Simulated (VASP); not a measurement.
Wanted: the native input for a VASP 6.6.1 run.

* Task: relaxation of cell and atoms
* Functional: PBE
* Potentials or basis: VASP PAW PBE potentials, release 64 (W_sv, C)
* Cutoff: 600 eV
* k mesh: 16 × 16 × 16
* Occupations: fermi-dirac, width 0.1 eV
* Spin: no spin polarisation
* Target pressure: 480 GPa
* Dipole correction: no
* Further INCAR settings: ALGO = Normal; EDIFF = 1e-06; IBRION = 2; EDIFFG = -0.005; NSW = 60; ISIF = 3

The structure of WC (CsCl type) lies in POSCAR:

```
WC
1.0
    2.3312796442      0.0000000000      0.0000000000
    0.0000000000      2.3312796442      0.0000000000
    0.0000000000      0.0000000000      2.3312796442
W C
1 1
Direct
    0.0000000000      0.0000000000      0.0000000000
    0.5000000000      0.5000000000      0.5000000000
```

These files were run (other wordings do the same):

INCAR

```
PREC = Accurate
ENCUT = 600
EDIFF = 1E-6
ISMEAR = -1
SIGMA = 0.1
LREAL = F
LASPH = T
NELM = 100
ALGO = Normal
ISIF = 3
LWAVE = F
LCHARG = F
GGA = PE
IBRION = 2
NSW = 60
EDIFFG = -0.005
PSTRESS = 4800.0
```

KPOINTS

```
regular mesh
0
Gamma
  16 16 16
```

Potentials or basis: VASP PAW PBE potentials, release 64 (W_sv, C).

The run is started by

```console
$ cat potpaw_PBE.64/W_sv/POTCAR potpaw_PBE.64/C/POTCAR > POTCAR
$ mpirun -np 1 vasp_std > vasp.out
```

It gave:

```
Relaxed volume                                         : 6.30 Å³/atom
Relaxed cell                                           : a = 2.327 Å, b = 2.327 Å, c = 2.327 Å, α = 90.00°, β = 90.00°, γ = 90.00°
Space group after relaxing (to 0.05 Å)                 : Pm-3m (No. 221)
Energy change on relaxing (the enthalpy is what falls) : +96.2 meV/atom
Ionic steps                                            : 4
Pressure after relaxing                                : 479.9 GPa
Band gap on the k mesh                                 : zero (band 9 reaches 32.48 eV, above the bottom of band 10 at 18.35 eV)
```

Caveat: the cell is relaxed towards a set pressure, so the enthalpy falls and the energy may rise; spin-orbit coupling is left out, which moves the levels of the heavy elements.

It took 37 s on 1 thread of AMD EPYC 9R45 96-Core Processor (Zen 5), with other jobs on the host, peak memory 0.14 GiB.
